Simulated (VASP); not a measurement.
# ScBe5 (P6/mmm) in VASP: single point with LDA

Aim: the single point of ScBe5 with LDA.

Everything below comes from runs of VASP 6.6.1. Logs are shortened: lines on timing, memory, paths and dates and some standing lists are left out, and cuts for length are marked.

## Step 1: The cell of the first run

The structure is hexagonal, space group P6/mmm (No. 191). Conventional cell: a = 4.537 Å, b = 4.537 Å, c = 3.530 Å, α = 90.00°, β = 90.00°, γ = 120.00°. Sc (site symmetry 6/mmm) has 18 Be at 2.62 to 2.87 Å within 3.5 Å. Be (site symmetry -6m2) has 9 Be at 2.20 to 2.62 Å and 3 Sc at 2.62 Å within 2.9 Å. Be (site symmetry mmm) has 8 Be at 2.20 to 2.27 Å and 4 Sc at 2.87 Å within 2.9 Å.

## Step 2: Single point, LDA

File INCAR:

```
PREC     = Accurate       # precision mode
ENCUT    = 520            # plane-wave cutoff, eV
EDIFF    = 1E-6           # SCF threshold, eV
ISMEAR   = 1              # smearing method
SIGMA    = 0.15           # smearing width, eV
LREAL    = False          # projectors in reciprocal space
LASPH    = True           # aspherical terms in the spheres
NELM     = 100            # most SCF steps
ALGO     = Normal         # electronic algorithm
ISIF     = 2              # what is computed and relaxed
LWAVE    = False          # write WAVECAR
LCHARG   = False          # write CHGCAR
GGA      = CA             # functional
NBANDS   = 20             # bands
```

File KPOINTS:

```
regular mesh
0
Gamma
  6 6 7
```

File POSCAR:

```
ScBe5
1.0
    4.5365604900      0.0000000000      0.0000000000
   -2.2682802500      3.9287766300      0.0000000000
    0.0000000000      0.0000000000      3.5303112100
Sc Be
1 5
Direct
    0.0000000000      0.0000000000      0.0000000000
    0.3333333333      0.6666666667      0.0000000000
    0.6666666667      0.3333333333      0.0000000000
    0.5000000000      0.0000000000      0.5000000000
    0.5000000000      0.5000000000      0.5000000000
    0.0000000000      0.5000000000      0.5000000000
```

Potentials or basis: VASP PAW LDA potentials, release 64 (Sc_sv, Be).

Started as:

```
$ cat potpaw_LDA.64/Sc_sv/POTCAR potpaw_LDA.64/Be/POTCAR > POTCAR
$ mpirun -np 1 vasp_std > vasp.out
```

OUTCAR:

```text
PREC = Accurate
   ENCUT = 520
   EDIFF = 1E-6
   ISMEAR = 1
   LREAL = False
   LASPH = True
   NELM = 100
   ISIF = 2
   GGA = CA

 ion  position               nearest neighbor table
   1  0.000  0.000  0.000-   3 2.62   2 2.62   3 2.62   2 2.62   2 2.62   3 2.62   5 2.87   5 2.87
                             5 2.87   5 2.87   4 2.87   4 2.87   4 2.87   4 2.87   6 2.87   6 2.87
   2  0.333  0.667  0.000-   6 2.20   6 2.20   4 2.20   4 2.20   5 2.20   5 2.20   1 2.62   1 2.62
                             1 2.62
   3  0.667  0.333  0.000-   6 2.20   6 2.20   4 2.20   4 2.20   5 2.20   5 2.20   1 2.62   1 2.62
                             1 2.62
   4  0.500  0.000  0.500-   2 2.20   3 2.20   2 2.20   3 2.20   6 2.27   6 2.27   5 2.27   5 2.27
                             1 2.87   1 2.87   1 2.87   1 2.87
   5  0.500  0.500  0.500-   2 2.20   3 2.20   2 2.20   3 2.20   6 2.27   6 2.27   4 2.27   4 2.27
                             1 2.87   1 2.87   1 2.87   1 2.87
   6  0.000  0.500  0.500-   2 2.20   3 2.20   2 2.20   3 2.20   4 2.27   4 2.27   5 2.27   5 2.27
                             1 2.87   1 2.87   1 2.87   1 2.87

  LATTYP: Found a hexagonal cell.
 ALAT       =     4.5365604900
 C/A-ratio  =     0.7781911467

  Lattice vectors:

 A1 = (   4.5365604900,   0.0000000000,   0.0000000000)
 A2 = (  -2.2682802500,   3.9287766300,   0.0000000000)
 A3 = (   0.0000000000,   0.0000000000,   3.5303112100)

Analysis of symmetry for initial positions (statically):
=====================================================================
 Subroutine PRICEL returns:
 Original cell was already a primitive cell.

 Routine SETGRP: Setting up the symmetry group for a
 hexagonal supercell.

 Subroutine GETGRP returns: Found 24 space group operations
 (whereof 24 operations were pure point group operations)
 out of a pool of 24 trial point group operations.

The static configuration has the point symmetry D_6h.

Analysis of symmetry for dynamics (positions and initial velocities):
=====================================================================
 Subroutine PRICEL returns:
 Original cell was already a primitive cell.

 Routine SETGRP: Setting up the symmetry group for a
 hexagonal supercell.

 Subroutine GETGRP returns: Found 24 space group operations
 (whereof 24 operations were pure point group operations)
 out of a pool of 24 trial point group operations.

The dynamic configuration has the point symmetry D_6h.

 Subroutine INISYM returns: Found 24 space group operations
 (whereof 24 operations are pure point group operations),
 and found     1 'primitive' translations

[... 101 lines left out ...]
   NELM   =    100;   NELMIN=  2; NELMDL= -5     # of ELM steps
   EDIFF  = 0.1E-05   stopping-criterion for ELM
   LREAL  =      F    real-space projection
   EDIFFG = 0.1E-04   stopping-criterion for IOM
   NSW    =      0    number of steps for IOM
   IBRION =     -1    ionic relax: 0-MD 1-quasi-New 2-CG
   NFREE  =      0    steps in history (QN), initial steepest desc. (CG)
   ISIF   =      2    stress and relaxation
   ISYM   =      2    0-nonsym 1-usesym 2-fastsym
   POTIM  = 0.5000    time-step for ionic-motion
   TEBEG  =    0.0;   TEEND  =   0.0 temperature during run
   PSTRESS=    0.0 pullay stress
   NELECT =      21.0000    total number of electrons
   NUPDOWN=      -1.0000    fix difference up-down
   EMIN   =  10.00;   EMAX   =-10.00  energy-range for DOS
   EFERMI =   0.00;   METHOD = LEGACY
   ISMEAR =     1;   SIGMA  =   0.15  broadening in eV -4-tet -1-fermi 0-gaus
   EFERMI_NEDOS =   21; number of points for ismear=-14 and -15
   IALGO  =     38    algorithm
   IMIX   =      4    mixing-type and parameters
     AMIX     =   0.40;   BMIX     =  1.00
     AMIX_MAG =   1.60;   BMIX_MAG =  1.00
  volume/ion in A,a.u.               =      10.49        70.77
  Fermi-wavevector in a.u.,A,eV,Ry     =   1.135574  2.145924 17.545109  1.289529
  Thomas-Fermi vector in A             =   2.272279
   LORBIT       =      0    0 simple, 1 ext, 2 COOP (PROOUT), +10 PAW based schemes
   GGA     = CA    functional components
   LHFCALC =     F    Hartree Fock is set to
   AEXX    =    0.0000 exact exchange contribution
   IVDW    =     0    specifies the selected vdW correction
   LEPSILON=     F    determine dielectric tensor
   LRPA    =     F    only Hartree local field effects (RPA)
 non-spin polarized calculation
 Methfessel and Paxton  Order N= 1 SIGMA  =   0.15
  energy-cutoff  :      520.00
  volume of cell :       62.92
 maximum number of plane-waves:      1719
 NGX is ok and might be reduce to    36
   NGX = 17   NGY = 17   NGZ = 13

 number of electron      21.0000001 magnetization

 Free energy of the ion-electron system (eV)
  ---------------------------------------------------
  ext. energy  EPLUGINS =         0.00000000
  ---------------------------------------------------
  free energy    TOTEN  =       -28.85920972 eV

  energy without entropy =      -28.85998756  energy(sigma->0) =      -28.85946900

 E-fermi :   4.8166     XC(G=0): -10.5727

 val. band max:        4.7495933964   @ k =   0.3333   0.1667   0.2857
 cond. band min:       4.8330026964   @ k =   0.1667   0.1667   0.1429
 fundamental gap:      0.0834093000
 Fermi energy:         4.8166190716

 k-point     1 :       0.0000    0.0000    0.0000
  band No.  band energies     occupation
      1     -43.3685      2.00000
      2     -22.4142      2.00000
      3     -22.4142      2.00000
      4     -22.2705      2.00000
      5      -3.8165      2.00000
      6       1.7697      2.00000
[... 541 lines left out ...]
     19      11.6205      0.00000
     20      12.3725      0.00000

 [... further k-points ...]
[... 5 lines left out ...]
  --------------------------------------------------------------------------------------
  -------------------------------------------------------------------------------------
  Total       -2.5757981     -2.5757981     -2.0816572      0.0000000     -0.0000000      0.0000000
  in kB      -65.5881466    -65.5881466    -53.0057232      0.0000001     -0.0000000      0.0000000
  external PRESSURE =     -61.3940055 kB  Pullay stress =       0.0000000 kB

 VOLUME and BASIS-vectors are now :
 -----------------------------------------------------------------------------
  energy-cutoff  :      520.00
  volume of cell :       62.92
      direct lattice vectors                 reciprocal lattice vectors
     4.536560490  0.000000000  0.000000000     0.220431316  0.127266080  0.000000000
    -2.268280250  3.928776630  0.000000000     0.000000000  0.254532160  0.000000000
     0.000000000  0.000000000  3.530311210     0.000000000  0.000000000  0.283261146

 POSITION                                       TOTAL-FORCE (eV/Angst)
 -----------------------------------------------------------------------------------
      0.00000      0.00000      0.00000        -0.000000      0.000000     -0.000000
     -0.00000      2.61918      0.00000         0.000000     -0.000000     -0.000000
      2.26828      1.30959      0.00000        -0.000000      0.000000      0.000000
      2.26828      0.00000      1.76516         0.000000      0.000000     -0.000000
      1.13414      1.96439      1.76516         0.000000      0.000000     -0.000000
     -1.13414      1.96439      1.76516        -0.000000      0.000000     -0.000000
 -----------------------------------------------------------------------------------
    total drift:                                0.000000     -0.000000     -0.000000

  FREE ENERGIE OF THE ION-ELECTRON SYSTEM (eV)
  ---------------------------------------------------
  free  energy   TOTEN  =       -28.8592097213 eV

  energy  without entropy=      -28.8599875597  energy(sigma->0) =      -28.85946900
```

OSZICAR:

```text
N       E                     dE             d eps       ncg     rms          rms(c)
DAV:   1     0.119135848879E+03    0.11914E+03   -0.83557E+03  1128   0.951E+02
DAV:   2    -0.255970972254E+02   -0.14473E+03   -0.14084E+03  1136   0.302E+02
DAV:   3    -0.324297073576E+02   -0.68326E+01   -0.66522E+01  1808   0.639E+01
DAV:   4    -0.325545855519E+02   -0.12488E+00   -0.12438E+00  1776   0.794E+00
DAV:   5    -0.325553542656E+02   -0.76871E-03   -0.76856E-03  1588   0.537E-01    0.871E+00
DAV:   6    -0.289947219013E+02    0.35606E+01   -0.60036E+00  1760   0.260E+01    0.241E+00
DAV:   7    -0.288824208642E+02    0.11230E+00   -0.93228E-01  1820   0.535E+00    0.137E+00
DAV:   8    -0.288739749812E+02    0.84459E-02   -0.21661E-01  1584   0.561E+00    0.110E+00
DAV:   9    -0.288817728214E+02   -0.77978E-02   -0.24519E-01  1612   0.490E+00    0.750E-01
DAV:  10    -0.288593694212E+02    0.22403E-01   -0.75031E-02  1624   0.288E+00    0.782E-02
DAV:  11    -0.288593032040E+02    0.66217E-04   -0.40014E-03  1888   0.476E-01    0.508E-02
DAV:  12    -0.288592134575E+02    0.89746E-04   -0.32963E-04  1812   0.181E-01    0.104E-02
DAV:  13    -0.288592103271E+02    0.31305E-05   -0.10232E-05  1760   0.199E-02    0.382E-03
DAV:  14    -0.288592097213E+02    0.60583E-06   -0.33420E-06  1340   0.185E-02
   1 F= -.28859210E+02 E0= -.28859469E+02  d E =0.777838E-03
```

stdout:

```text
POSCAR found type information on POSCAR ScBe
 POSCAR found :  2 types and       6 ions
 scaLAPACK will be used
 LDA part: xc-table for (Slater(with rela. corr.)+CA(PZ))
 , standard interpolation
 POSCAR, INCAR and KPOINTS ok, starting setup
 FFT: planning ... GRIDC
 FFT: planning ... GRID_SOFT
 FFT: planning ... GRID
 WAVECAR not read
 entering main loop
```

Run time: 17 s. Hardware: 1 thread of Intel Xeon Platinum 8559C (Emerald Rapids), shared host; peak memory 0.17 GiB.

What came out:

| Property | Result |
| --- | --- |
| Free energy | -28.8592 eV |
| Pressure | -6.1 GPa |
